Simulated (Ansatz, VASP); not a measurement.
**Al in VASP and in Ansatz**

```
CELL_PARAMETERS angstrom
0.00000 2.25995 1.79260
2.25995 0.00000 1.79260
2.25995 2.25995 0.00000
ATOMIC_POSITIONS crystal
Al 0.00000 0.00000 0.00000
```

Alike in both runs: task single point; functional PBE; dispersion D3(BJ); k mesh 22 × 22 × 22; occupations gaussian, width 0.15 eV; no spin polarisation.

|  | VASP | Ansatz |
| --- | --- | --- |
| version | VASP 6.6.1 | Ansatz 0.2.0 |
| potentials or method | VASP PAW PBE potentials, release 64 (Al), cutoff 520 eV | scalar-relativistic, plane waves, PAW |
| valence electrons in the cell | 3 | 3 |

|  | VASP | Ansatz | Ansatz less VASP |
| --- | --- | --- | --- |
| gap on the k mesh at the Fermi level (eV) | none | none | - |
| pressure (GPa) | -7.5 | -7.5 | 0.00 |
| traceless stress, the component that is largest in VASP (GPa) | 2.90 | 2.89 | -0.012 |

A gap of «none» marks a metal or a gap that the smearing closes.
